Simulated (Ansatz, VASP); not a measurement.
Hf: VASP beside Ansatz

The input INCAR:

```
SYSTEM = Hf
ALGO     = Normal         ! electronic algorithm
EDIFF    = 1E-6           ! SCF threshold, eV
ENCUT    = 520            ! plane-wave cutoff, eV
GGA      = PE             ! functional
ISIF     = 2              ! what is computed and relaxed
ISMEAR   = -1             ! smearing method
LASPH    = .True.         ! aspherical terms in the spheres
LCHARG   = .True.         ! write CHGCAR
LELF     = .True.         ! ELF
LREAL    = .False.        ! projectors in reciprocal space
LVHAR    = .True.       
LWAVE    = .False.        ! write WAVECAR
NBANDS   = 11             ! bands
NELM     = 80             ! most SCF steps
PREC     = Accurate       ! precision mode
SIGMA    = 0.03           ! smearing width, eV
```

Contents of KPOINTS:

```
k-points
0
Gamma
  13 13 13
  0 0 0
```

The input POSCAR:

```
Hf
1.0
   -0.0444000000      2.1978000000      2.1978000000
    2.1978000000     -0.0444000000      2.1978000000
    2.1978000000      2.1978000000     -0.0444000000
Hf
1
Direct
    0.0000000000      0.0000000000      0.0000000000
```

Input for Ansatz:

```yaml
crystal:
  lattice:
    - [-0.0444, 2.1978, 2.1978]
    - [2.1978, -0.0444, 2.1978]
    - [2.1978, 2.1978, -0.0444]
  atoms:
    - { symbol: Hf, position: [0.0, 0.0, 0.0] }
kpoints:
  mp_grid: { grid: [13, 13, 13] }
  band_path:
    path:
      - [0.0, 0.0, 0.0]
      - [0.5, 0.5, 0.5]
      - [0.2551801333, 0.5, 0.7448198667]
      - [-0.2551801333, 0.2551801333, 0.5]
      - [0.0, 0.0, 0.5]
      - [0.0, 0.0, 0.0]
      - [-0.3775900666, 0.0, 0.3775900666]
      - [0.0, 0.3775900666, 0.6224099334]
      - [0.0, 0.5, 0.5]
    npoints: 5
scf:
  occupations: { method: fermi_dirac, width: 0.03 }
hamiltonian:
  xc: pbe
  pseudopotentials: { kind: all_electron, lapw: { basis_error: 0.001 } }
output:
  forces: true
  stress: true
  eigenvalues: true
```

Change from the starting cell: equal xy, yz and zx shear strains of -2 %.

Alike in both runs: task single point; functional PBE; k mesh 13 × 13 × 13; occupations fermi-dirac, width 0.03 eV; no spin polarisation.

```csv
,VASP,Ansatz
version,VASP 6.6.1,Ansatz 0.2.0
potentials or method,"VASP PAW PBE potentials, release 64 (Hf_pv), cutoff 520 eV","all-electron LAPW, scalar-relativistic"
```

```csv
,VASP,Ansatz,Ansatz less VASP
pressure (GPa),2.9,3.3,+0.45
"traceless stress, the component that is largest in VASP (GPa)",1.47,1.48,+0.010
```

Ansatz ran all-electron here, and VASP with PAW potentials.

Spin-orbit coupling is off throughout.
